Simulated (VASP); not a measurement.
# Al (Im-3m) in VASP: notebook, part 2 of 2

VASP 6.6.1. The steps go on from the part before.

### Step 4. Single point, PBEsol+D3(BJ), collinear spin, ferromagnetic start

This run uses another cell than the first one, of 15.79 Å³/atom, 1.043 times its volume.

Contents of INCAR:

```
  PREC = Accurate
  ENCUT = 520
  EDIFF = 1E-7
  ISMEAR = -1
  SIGMA = 0.01
  LREAL = False
  LASPH = True
  NELM = 150
  ALGO = Fast
  ISIF = 2
  LWAVE = False
  LCHARG = False
  ISPIN = 2
  MAGMOM = 0.21
  LORBIT = 11
  GGA = PS
  IVDW = 12
  NBANDS = 12
```

Contents of KPOINTS:

```
Automatic mesh
0
Gamma
  12 12 12
```

Contents of POSCAR:

```
Al
1.0
   -1.5805390481      1.5805390481      1.5805390481
    1.5805390481     -1.5805390481      1.5805390481
    1.5805390481      1.5805390481     -1.5805390481
Al
1
Direct
    0.0000000000      0.0000000000      0.0000000000
```

Potentials or basis: VASP PAW PBE potentials, release 64 (Al).

Launch:

```console
$ cat potpaw_PBE.64/Al/POTCAR > POTCAR
$ mpirun -np 1 vasp_std > vasp.out
```

OUTCAR:

```text
PREC = Accurate
   ENCUT = 520
   EDIFF = 1E-7
   ISMEAR = -1
   LREAL = False
   LASPH = True
   NELM = 150
   ISIF = 2
   ISPIN = 2
   LORBIT = 11
   GGA = PS
   IVDW = 12
 IVDW          = 12

 ion  position               nearest neighbor table
   1  0.000  0.000  0.000-

  LATTYP: Found a body centered cubic cell.
 ALAT       =     3.1610780962

  Lattice vectors:

 A1 = (  -1.5805390481,   1.5805390481,   1.5805390481)
 A2 = (   1.5805390481,  -1.5805390481,   1.5805390481)
 A3 = (   1.5805390481,   1.5805390481,  -1.5805390481)

Analysis of symmetry for initial positions (statically):
=====================================================================
 Subroutine PRICEL returns:
 Original cell was already a primitive cell.

 Routine SETGRP: Setting up the symmetry group for a
 body centered cubic supercell.

 Subroutine GETGRP returns: Found 48 space group operations
[... 9 lines left out ...]

 Routine SETGRP: Setting up the symmetry group for a
 body centered cubic supercell.

 Subroutine GETGRP returns: Found 48 space group operations
 (whereof 48 operations were pure point group operations)
 out of a pool of 48 trial point group operations.

The dynamic configuration has the point symmetry O_h .

Analysis of structural, dynamic, and magnetic symmetry:
=====================================================================
 Subroutine PRICEL returns:
 Original cell was already a primitive cell.

 Routine SETGRP: Setting up the symmetry group for a
 body centered cubic supercell.

 Subroutine GETGRP returns: Found 48 space group operations
 (whereof 48 operations were pure point group operations)
 out of a pool of 48 trial point group operations.

The overall configuration has the point symmetry O_h .

 Subroutine INISYM returns: Found 48 space group operations
[... 5 lines left out ...]
                                     Primitive cell

  volume of cell :      15.7934

  direct lattice vectors                    reciprocal lattice vectors
    -1.580539048  1.580539048  1.580539048     0.000000000  0.316347768  0.316347768
     1.580539048 -1.580539048  1.580539048     0.316347768  0.000000000  0.316347768
     1.580539048  1.580539048 -1.580539048     0.316347768  0.316347768  0.000000000
[... 145 lines left out ...]
      3      21.9253      0.00000
      4      21.9253      0.00000
      5      23.7488      0.00000
      6      23.7488      0.00000
      7      23.7488      0.00000
      8      25.0446      0.00000
      9      25.0446      0.00000
     10      27.3033      0.00000
     11      27.3033      0.00000
     12      27.3033      0.00000
[... 333 lines left out ...]
      1       4.3113      1.00000
      2       4.9062      1.00000
      3      13.4240      0.00000
      4      14.2599      0.00000
      5      22.7244      0.00000
      6      23.3352      0.00000
      7      29.8157      0.00000
      8      31.2442      0.00000
      9      33.0117      0.00000
     10      34.0957      0.00000
     11      36.8086      0.00000
     12      42.6633      0.00000

 [... further k-points ...]

 spin component 2

 k-point     1 :       0.0000    0.0000    0.0000
  band No.  band energies     occupation
      1      -3.0178      1.00000
      2      21.9252      0.00000
      3      21.9252      0.00000
      4      21.9252      0.00000
      5      23.7488      0.00000
      6      23.7488      0.00000
      7      23.7488      0.00000
      8      25.0446      0.00000
      9      25.0446      0.00000
     10      27.3032      0.00000
     11      27.3032      0.00000
     12      27.3032      0.00000
[... 333 lines left out ...]
      1       4.3113      1.00000
      2       4.9061      1.00000
      3      13.4239      0.00000
      4      14.2598      0.00000
      5      22.7244      0.00000
      6      23.3351      0.00000
      7      29.8156      0.00000
      8      31.2442      0.00000
      9      33.0117      0.00000
     10      34.0956      0.00000
     11      36.8085      0.00000
     12      42.6636      0.00000

 [... further k-points ...]

------------------------ aborting loop because EDIFF is reached ----------------------------------------

 Edisp (eV)   -0.33216

 E8    (eV) :    -0.2238

  FORCE on cell =-STRESS in cart. coord.  units (eV):
  Direction    XX          YY          ZZ          XY          YZ          ZX
  --------------------------------------------------------------------------------------
  -------------------------------------------------------------------------------------
  Total       0.07198     0.07198     0.07198    -0.00000     0.00000    -0.00000
  in kB       7.30192     7.30192     7.30192    -0.00000     0.00000    -0.00000
  external pressure =        7.30 kB  Pullay stress =        0.00 kB

 VOLUME and BASIS-vectors are now :
 -----------------------------------------------------------------------------
  energy-cutoff  :      520.00
  volume of cell :       15.79
      direct lattice vectors                 reciprocal lattice vectors
    -1.580539048  1.580539048  1.580539048     0.000000000  0.316347768  0.316347768
     1.580539048 -1.580539048  1.580539048     0.316347768  0.000000000  0.316347768
     1.580539048  1.580539048 -1.580539048     0.316347768  0.316347768  0.000000000

 POSITION                                       TOTAL-FORCE (eV/Angst)
 -----------------------------------------------------------------------------------
      0.00000      0.00000      0.00000         0.000000     -0.000000      0.000000
 -----------------------------------------------------------------------------------
    total drift:                                0.000000      0.000000     -0.000000

  FREE ENERGIE OF THE ION-ELECTRON SYSTEM (eV)
  ---------------------------------------------------
  free  energy   TOTEN  =        -4.3106551816 eV

  energy  without entropy=       -4.3104030876  energy(sigma->0) =       -4.31052913

 total charge

# of ion       s       p       d       tot
------------------------------------------
    1        0.446   0.342   0.000   0.789

 magnetization (x)

# of ion       s       p       d       tot
------------------------------------------
    1       -0.000  -0.000   0.000  -0.000
```

It took 17 s on 1 thread of Intel Xeon 6975P-C, shared host; peak memory 0.15 GiB.

What came out:

```yaml
Free_energy: -4.3107 eV
Pressure: 0.7 GPa
Net_moment: 0.00 μB per cell
Valence_electrons_inside_the_program's_atomic_spheres: Al 0.79
Dispersion_energy_per_atom: -0.332 eV
```

Caveat: three body term missing; the PAW data sets were made with another functional, which shifts forces and pressure a little; pairwise dispersion overbinds metals, which lowers pressure and volume.

### Step 5. Single point, PBEsol+D3(BJ), collinear spin, ferromagnetic start

This run uses another cell than the first one, of 16.12 Å³/atom, 1.064 times its volume.

Contents of INCAR:

```
SYSTEM = Al
ALGO = Normal
EDIFF = 1E-6
ENCUT = 520
GGA = PS
ISIF = 2
ISMEAR = -1
ISPIN = 2
IVDW = 12
LASPH = .True.
LCHARG = .False.
LORBIT = 11
LREAL = .False.
LWAVE = .False.
MAGMOM = 0.21
NBANDS = 12
NELM = 150
PREC = Accurate
SIGMA = 0.01
```

Contents of KPOINTS:

```
k-points
0
Gamma
  12 12 12
  0 0 0
```

Contents of POSCAR:

```
Al
1.0
   -1.5912186900      1.5912186900      1.5912186900
    1.5912186900     -1.5912186900      1.5912186900
    1.5912186900      1.5912186900     -1.5912186900
Al
1
Direct
    0.0000000000      0.0000000000      0.0000000000
```

Potentials or basis: VASP PAW PBE potentials, release 64 (Al).

Launch:

```console
$ cat potpaw_PBE.64/Al/POTCAR > POTCAR
$ mpirun -np 1 vasp_std > vasp.out
```

OUTCAR:

```text
SYSTEM = Al
   EDIFF = 1E-6
   ENCUT = 520
   GGA = PS
   ISIF = 2
   ISMEAR = -1
   ISPIN = 2
   IVDW = 12
   LASPH = .True.
   LORBIT = 11
   LREAL = .False.
   NELM = 150
   PREC = Accurate
 IVDW          = 12

 ion  position               nearest neighbor table
   1  0.000  0.000  0.000-

  LATTYP: Found a body centered cubic cell.
 ALAT       =     3.1824373800

  Lattice vectors:

 A1 = (  -1.5912186900,   1.5912186900,   1.5912186900)
 A2 = (   1.5912186900,  -1.5912186900,   1.5912186900)
 A3 = (   1.5912186900,   1.5912186900,  -1.5912186900)

Analysis of symmetry for initial positions (statically):
=====================================================================
 Subroutine PRICEL returns:
 Original cell was already a primitive cell.

 Routine SETGRP: Setting up the symmetry group for a
 body centered cubic supercell.

 Subroutine GETGRP returns: Found 48 space group operations
[... 9 lines left out ...]

 Routine SETGRP: Setting up the symmetry group for a
 body centered cubic supercell.

 Subroutine GETGRP returns: Found 48 space group operations
 (whereof 48 operations were pure point group operations)
 out of a pool of 48 trial point group operations.

The dynamic configuration has the point symmetry O_h .

Analysis of structural, dynamic, and magnetic symmetry:
=====================================================================
 Subroutine PRICEL returns:
 Original cell was already a primitive cell.

 Routine SETGRP: Setting up the symmetry group for a
 body centered cubic supercell.

 Subroutine GETGRP returns: Found 48 space group operations
 (whereof 48 operations were pure point group operations)
 out of a pool of 48 trial point group operations.

The overall configuration has the point symmetry O_h .

 Subroutine INISYM returns: Found 48 space group operations
[... 5 lines left out ...]
                                     Primitive cell

  volume of cell :      16.1157

  direct lattice vectors                    reciprocal lattice vectors
    -1.591218690  1.591218690  1.591218690     0.000000000  0.314224565  0.314224565
[... 139 lines left out ...]

 spin component 1

 k-point     1 :       0.0000    0.0000    0.0000
  band No.  band energies     occupation
      1      -3.0912      1.00000
      2      21.5852      0.00000
      3      21.5852      0.00000
      4      21.5852      0.00000
      5      23.2257      0.00000
      6      23.2257      0.00000
      7      23.2257      0.00000
      8      24.6682      0.00000
      9      24.6682      0.00000
     10      26.9109      0.00000
     11      26.9109      0.00000
     12      26.9109      0.00000
[... 333 lines left out ...]
      1       4.1676      1.00000
      2       4.7093      1.00000
      3      13.1754      0.00000
      4      13.9159      0.00000
      5      22.3340      0.00000
      6      22.9083      0.00000
      7      29.3627      0.00000
      8      30.7197      0.00000
      9      32.4410      0.00000
     10      33.5839      0.00000
     11      36.2172      0.00000
     12      42.0582      0.00000

 [... further k-points ...]

 spin component 2

 k-point     1 :       0.0000    0.0000    0.0000
  band No.  band energies     occupation
      1      -3.0917      1.00000
      2      21.5843      0.00000
      3      21.5843      0.00000
      4      21.5843      0.00000
      5      23.2284      0.00000
      6      23.2284      0.00000
      7      23.2284      0.00000
      8      24.6690      0.00000
      9      24.6690      0.00000
     10      26.9084      0.00000
     11      26.9084      0.00000
     12      26.9084      0.00000
[... 333 lines left out ...]
      1       4.1668      1.00000
      2       4.7092      1.00000
      3      13.1746      0.00000
      4      13.9166      0.00000
      5      22.3341      0.00000
      6      22.9091      0.00000
      7      29.3638      0.00000
      8      30.7211      0.00000
      9      32.4410      0.00000
     10      33.5826      0.00000
     11      36.2191      0.00000
     12      42.0566      0.00000

 [... further k-points ...]

------------------------ aborting loop because EDIFF is reached ----------------------------------------

 Edisp (eV)   -0.32540

 E8    (eV) :    -0.2192

  FORCE on cell =-STRESS in cart. coord.  units (eV):
  Direction    XX          YY          ZZ          XY          YZ          ZX
  --------------------------------------------------------------------------------------
  -------------------------------------------------------------------------------------
  Total      -0.09259    -0.09259    -0.09259    -0.00000    -0.00000     0.00000
  in kB      -9.20458    -9.20458    -9.20458    -0.00000    -0.00000     0.00000
  external pressure =       -9.20 kB  Pullay stress =        0.00 kB

 VOLUME and BASIS-vectors are now :
 -----------------------------------------------------------------------------
  energy-cutoff  :      520.00
  volume of cell :       16.12
      direct lattice vectors                 reciprocal lattice vectors
    -1.591218690  1.591218690  1.591218690     0.000000000  0.314224565  0.314224565
     1.591218690 -1.591218690  1.591218690     0.314224565  0.000000000  0.314224565
     1.591218690  1.591218690 -1.591218690     0.314224565  0.314224565  0.000000000

 POSITION                                       TOTAL-FORCE (eV/Angst)
 -----------------------------------------------------------------------------------
      0.00000      0.00000      0.00000        -0.000000     -0.000000     -0.000000
 -----------------------------------------------------------------------------------
    total drift:                                0.000000      0.000000     -0.000000

  FREE ENERGIE OF THE ION-ELECTRON SYSTEM (eV)
  ---------------------------------------------------
  free  energy   TOTEN  =        -4.3104580829 eV

  energy  without entropy=       -4.3102783566  energy(sigma->0) =       -4.31036822

 total charge

# of ion       s       p       d       tot
------------------------------------------
    1        0.447   0.335   0.000   0.782

 magnetization (x)

# of ion       s       p       d       tot
------------------------------------------
    1        0.000   0.000   0.000   0.000
```

OSZICAR:

```text
N       E                     dE             d eps       ncg     rms          rms(c)
DAV:   1    -0.596520508176E+00   -0.59652E+00   -0.78953E+02  3472   0.135E+02
DAV:   2    -0.396640027531E+01   -0.33699E+01   -0.32850E+01  4720   0.316E+01
DAV:   3    -0.400541425077E+01   -0.39014E-01   -0.38987E-01  4336   0.231E+00
DAV:   4    -0.400553873423E+01   -0.12448E-03   -0.12448E-03  4072   0.157E-01
DAV:   5    -0.400553959483E+01   -0.86060E-06   -0.86076E-06  4368   0.110E-02    0.143E+00
DAV:   6    -0.399671381824E+01    0.88258E-02   -0.24004E-03  4000   0.148E-01    0.780E-01
DAV:   7    -0.398483653174E+01    0.11877E-01   -0.59575E-03  4036   0.216E-01    0.211E-01
DAV:   8    -0.398506392431E+01   -0.22739E-03   -0.35892E-04  4220   0.662E-02    0.122E-01
DAV:   9    -0.398505985439E+01    0.40699E-05   -0.75647E-06  4208   0.101E-02    0.668E-02
DAV:  10    -0.398505917367E+01    0.68072E-06   -0.88330E-06  4172   0.101E-02
   1 F= -.43104581E+01 E0= -.43103682E+01  d E =-.179726E-03  mag=    -0.0002
```

stdout:

```text
POSCAR found type information on POSCAR Al
 POSCAR found :  1 types and       1 ions
 scaLAPACK will be used
 -----------------------------------------------------------------------------
|                                                                             |
|                                                                             |
|     You enforced a specific xc type in the INCAR file but a different       |
|     I HOPE YOU KNOW WHAT YOU ARE DOING!                                     |
|                                                                             |
 -----------------------------------------------------------------------------

 LDA part: xc-table for (Slater+PW92), standard interpolation
 POSCAR, INCAR and KPOINTS ok, starting setup
 FFT: planning ... GRIDC
 FFT: planning ... GRID_SOFT
 FFT: planning ... GRID
 WAVECAR not read
 entering main loop
```

It took 11 s on 1 thread of Intel Xeon 6975P-C, shared host; peak memory 0.15 GiB.

What came out:

```yaml
Free_energy: -4.3105 eV
Pressure: -0.9 GPa
Net_moment: 0.00 μB per cell
Valence_electrons_inside_the_program's_atomic_spheres: Al 0.78
Dispersion_energy_per_atom: -0.325 eV
```

Caveat: three body term missing; the PAW data sets were made with another functional, which shifts forces and pressure a little; pairwise dispersion overbinds metals, which lowers pressure and volume.

### Step 6. Summary

```tsv
cell	gap on the mesh (eV)	pressure (GPa)	moment (μB)
a = 2.700 Å, angles 109.5°, 1 atom	none	4.3	0.00
a = 2.719 Å, angles 109.5°, 1 atom	none	2.4	0.00
a = 2.738 Å, angles 109.5°, 1 atom	none	0.7	0.00
a = 2.756 Å, angles 109.5°, 1 atom	none	-0.9	0.00
```

Alike in all rows: task single point; level PBEsol+D3(BJ); potentials or basis VASP PAW PBE potentials, release 64 (Al); spin collinear, ferromagnetic start; k mesh 12 × 12 × 12; cutoff (eV) 520; smearing fermi-dirac 0.01 eV.

Caveats: three body term missing; the PAW data sets were made with another functional, which shifts forces and pressure a little; pairwise dispersion overbinds metals, which lowers pressure and volume.

Total energies depend on the potentials used, so only differences within one code and one set of settings carry meaning.
